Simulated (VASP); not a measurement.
EuS:

```
CELL_PARAMETERS angstrom
4.21223 0.00000 0.00000
2.10612 3.64790 0.00000
2.10612 1.21597 3.43928
ATOMIC_POSITIONS crystal
Eu 0.00000 0.00000 0.00000
S 0.50000 0.50000 0.50000
```

```yaml
Program: VASP 6.6.1
Task: relaxation of cell and atoms
Functional: PBE
Dispersion: D4
Potentials_or_basis: VASP PAW PBE potentials, release 64 (Eu, S)
Cutoff: 600 eV
k_mesh: 6 × 6 × 6
Occupations: fermi-dirac, width 0.1 eV
Spin: collinear spin, ferromagnetic start
Starting_moments: "[7.0, 0.0] μB"
```

At the start: pressure -4.6 GPa; volume 26.42 Å³/atom.

Question: How do energy, volume and symmetry change on relaxing?

Answer: Over 3 steps the energy falls by 39.5 meV/atom and the volume is 23.92 Å³/atom (-9.5 %); space group Fm-3m (No. 225, to 0.1 Å) before and after; moment 6.92 μB per cell.

The path:
| step | energy change (eV) | largest force (eV/Å) | pressure (GPa) | volume (Å³) |
| --- | --- | --- | --- | --- |
| 1 | 0.0000 | 0.0000 | -4.62 | 52.85 |
| 2 | -0.0775 | 0.0000 | 0.79 | 47.23 |
| 3 | -0.0790 | 0.0000 | 0.03 | 47.85 |

Final structure:
```xyz
2
Lattice="4.0749 0.0000 0.0000 2.0375 3.5290 0.0000 2.0375 1.1763 3.3272" Properties=species:S:1:pos:R:3 pbc="T T T"
Eu    2.0375    1.1763    3.3272
S     4.0749    2.3527    1.6636
```

Caveat: a cell with one magnetic atom can't hold antiferromagnetic order, which such compounds often take; semilocal functionals describe open f shells poorly, which spoils levels, moments and volumes.
